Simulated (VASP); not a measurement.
**AlN: electric field gradients with LDA**

Crystal: AlN.

```
Al N
1.0
     0.00000    1.96472    1.96472
     1.96472    0.00000    1.96472
     1.96472    1.96472    0.00000
Al N
1 1
Direct
  0.00000 0.00000 0.00000
  0.50000 0.50000 0.50000
```

This cell differs from its parent crystal: volume scaled by 0.98.

- Program: VASP 6.6.1
- Task: electric field gradients
- Functional: LDA
- Potentials or basis: VASP PAW LDA potentials, release 64 (Al, N)
- Cutoff: 520 eV
- k mesh: 12 × 12 × 12
- Occupations: fermi-dirac, width 0.01 eV
- Spin: no spin polarisation
- Dipole correction: no
- Further INCAR settings: ALGO = Normal; EDIFF = 1e-08; NBANDS = 11

```json
{"Pressure": "20.1 GPa", "Band gap on the k mesh": "5.03 eV, indirect (least direct gap 7.07 eV)"}
```

Levels at points of the mesh, in eV from the valence-band top:
```tsv
k point	band 1	band 2	band 3	band 4	band 5	band 6	band 7	band 8	band 9
(0.00, 0.00, 0.00)	-18.22	0.00	0.00	0.00	7.07	12.28	12.28	12.28	17.75
(0.50, 0.00, 0.00)	-14.52	-8.91	-1.25	-1.25	6.68	11.51	11.51	14.41	16.85
(0.50, 0.50, 0.00)	-13.38	-8.01	-3.04	-3.04	5.03	5.31	14.96	18.37	18.37
```

Run time: 5.9 s on 1 thread of Intel(R) Xeon(R) Platinum 8488C (Sapphire Rapids), on a shared host, peak memory 0.13 GiB.

Caveat: without QUAD_EFG the Cq values of the log hold for a quadrupole moment of 1 mb, not for the nuclei. A k mesh can miss the band edges.
